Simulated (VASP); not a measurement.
Te: single point with PBE

Te:

```
Te
1.0
     3.32135    0.00000    0.00000
     0.00000    3.32135    0.00000
     0.00000    0.00000    3.26881
Te
1
Direct
  0.50000 0.50000 0.50000
```

```
Program                : VASP 6.6.1
Task                   : single point
Functional             : PBE
Potentials or basis    : VASP PAW PBE potentials, release 64 (Te)
Cutoff                 : 520 eV
k mesh                 : 16 × 16 × 18
Occupations            : gaussian, width 0.1 eV
Spin                   : no spin polarisation
Dipole correction      : no
Further INCAR settings : ALGO = Normal; EDIFF = 1e-07; NBANDS = 9
```

```
Pressure               : -3.8 GPa
Band gap on the k mesh : zero (bands 3 and 4 overlap by 4.78 eV)
```

Stress tensor (GPa, compression positive):
```
-3.79  0.00  0.00
 0.00 -3.79  0.00
 0.00  0.00 -3.94
```

Levels at points of the mesh, in eV from the Fermi level:
| k point | band 1 | band 2 | band 3 | band 4 | band 5 | band 6 | band 7 | band 8 |
| --- | --- | --- | --- | --- | --- | --- | --- | --- |
| (0.00, 0.00, 0.00) | -12.89 | 0.98 | 0.98 | 1.30 | 6.02 | 6.12 | 6.37 | 16.57 |
| (0.50, 0.00, 0.00) | -11.51 | -5.19 | 2.07 | 2.39 | 7.76 | 8.89 | 9.65 | 10.37 |
| (0.50, 0.50, 0.00) | -10.13 | -3.85 | -3.85 | 2.68 | 3.42 | 10.36 | 12.29 | 12.29 |
| (0.00, 0.00, 0.50) | -11.36 | -5.27 | 2.19 | 2.19 | 7.82 | 8.85 | 9.48 | 10.33 |
| (0.50, 0.00, 0.50) | -9.97 | -3.96 | -3.74 | 2.69 | 3.22 | 10.27 | 11.90 | 12.08 |
| (0.50, 0.50, 0.50) | -8.54 | -2.78 | -2.54 | -2.54 | 4.73 | 4.73 | 4.88 | 7.55 |

Run time: 2.2 min on 1 thread of Intel Xeon 8259CL (shared host), peak memory 0.26 GiB.

Caveat: the cell stands under tension; spin-orbit coupling is left out, which moves the levels of the heavy elements.
